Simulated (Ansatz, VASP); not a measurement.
**Zr in VASP and in Ansatz**

```
CELL_PARAMETERS angstrom
-1.78554 1.78554 1.78554
1.78554 -1.78554 1.78554
1.78554 1.78554 -1.78554
ATOMIC_POSITIONS crystal
Zr 0.00000 0.00000 0.00000
```

Change from the starting cell: volume scaled by 0.96.

Alike in both runs: task single point; functional PBE; k mesh 14 × 14 × 14; occupations fermi-dirac, width 0.08 eV; no spin polarisation.

|  | VASP | Ansatz |
| --- | --- | --- |
| version | VASP 6.6.1 | Ansatz 0.2.0 |
| potentials or method | VASP PAW PBE potentials, release 64 (Zr_sv), cutoff 520 eV | all-electron LAPW, scalar-relativistic |

|  | VASP | Ansatz | Ansatz less VASP |
| --- | --- | --- | --- |
| pressure (GPa) | 0.4 | 0.3 | -0.01 |

Ansatz ran all-electron here, and VASP with PAW potentials.
